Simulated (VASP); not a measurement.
Input of a VASP 6.6.1 run:

POSCAR

```
GaN
1.0
    3.3041042026      0.0000000000      0.0000000000
   -1.6520521013      2.8614381762      0.0000000000
    0.0000000000      0.0000000000      4.7308180846
Ga N
2 2
Direct
    0.3333333333      0.6666666667      0.0000000000
    0.6666666667      0.3333333333      0.5000000000
    0.3333333333      0.6666666667      0.5000000000
    0.6666666667      0.3333333333      1.0000000000
```

The input INCAR.step1:

```
SYSTEM = GaN
  ALGO = Normal
  EDIFF = 1E-4
  ENCUT = 600
  GGA = PE
  ISMEAR = 0
  LASPH = .TRUE.
  LCHARG = .FALSE.
  LREAL = .FALSE.
  LWAVE = .TRUE.
  NELM = 80
  PREC = Accurate
  SIGMA = 0.02
```

INCAR.step2

```
SYSTEM = GaN
  ALGO = Normal
  EDIFF = 1E-6
  EDIFFG = -0.002
  ENCUT = 600
  IBRION = 2
  ISIF = 3
  ISMEAR = 0
  ISTART = 1
  LASPH = .TRUE.
  LCHARG = .FALSE.
  LMIXTAU = .TRUE.
  LREAL = .FALSE.
  LWAVE = .FALSE.
  METAGGA = R2SCAN
  NELM = 80
  NSW = 100
  PREC = Accurate
  SIGMA = 0.02
```

The input KPOINTS:

```
k-points
0
G
  12 12 8
  0 0 0
```

Potentials or basis: VASP PAW PBE potentials, release 64 (Ga_d, N).

Command:

```console
$ cat potpaw_PBE.64/Ga_d/POTCAR potpaw_PBE.64/N/POTCAR > POTCAR
$ cp INCAR.step1 INCAR
$ mpirun -np 1 vasp_std > vasp.out
$ cp INCAR.step2 INCAR
$ mpirun -np 1 vasp_std > vasp.out
```

(1) What does it give for the space group after relaxing (to 0.1 Å)?

(2) Predict the band gap on the k mesh.

## Answers

(1) P6_3/mmc (No. 194).

(2) 1.85 eV.
